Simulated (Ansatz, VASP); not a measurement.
Two plane-wave programs on GaSb

Contents of INCAR:

```
  PREC = Accurate
  ENCUT = 500
  EDIFF = 1E-6
  ISMEAR = 0
  SIGMA = 0.05
  LREAL = False
  LASPH = True
  NELM = 120
  ALGO = Normal
  ISIF = 2
  LWAVE = False
  LCHARG = False
  GGA = PE
  IVDW = 12
  NBANDS = 16
  GGA_COMPAT = False
```

KPOINTS

```
regular mesh
0
Gamma
  6 6 6
```

The input POSCAR:

```
GaSb
1.0
    0.0000000000      3.0630737977      3.0630737977
    3.0630737977      0.0000000000      3.0630737977
    3.0630737977      3.0630737977      0.0000000000
Ga Sb
1 1
Direct
    0.0000000000      0.0000000000      0.0000000000
    0.7500000000      0.7500000000      0.7500000000
```

Input for Ansatz:

```yaml
crystal:
  lattice:
    - [0.0, 3.0630737977, 3.0630737977]
    - [3.0630737977, 0.0, 3.0630737977]
    - [3.0630737977, 3.0630737977, 0.0]
  atoms:
    - { symbol: Ga, position: [0.0, 0.0, 0.0] }
    - { symbol: Sb, position: [0.75, 0.75, 0.75] }
basis:
  ecutwfc: 420
  ecutrho_ratio: 4
kpoints:
  mp_grid: { grid: [6, 6, 6] }
hamiltonian:
  xc: pbe
  dispersion: d3bj
scf:
  occupations: { method: gaussian, width: 0.05 }
output:
  forces: true
  stress: true
  eigenvalues: true
```

Alike in both runs: task single point; functional PBE; dispersion D3(BJ); k mesh 6 × 6 × 6; occupations gaussian, width 0.05 eV; no spin polarisation.

```csv
,VASP,Ansatz
version,VASP 6.6.1,Ansatz 0.2.0
potentials or method,"VASP PAW PBE potentials, release 64 (Ga_d, Sb), cutoff 500 eV","scalar-relativistic, plane waves, PAW"
valence electrons in the cell,18,28
```

VASP gave:

```
gap on the k mesh at the Fermi level (eV) : none
pressure (GPa)                            : 0.2
```

Problem. What did Ansatz give for the same quantities?

Solution. gap on the k mesh at the Fermi level (eV): none; pressure (GPa): 0.1.

A gap of «none» marks a metal or a gap that the smearing closes. VASP's potentials hold 18 valence electrons a cell and Ansatz's 28, so a difference there can come from the potentials and not from the codes.

Spin-orbit coupling is off throughout.
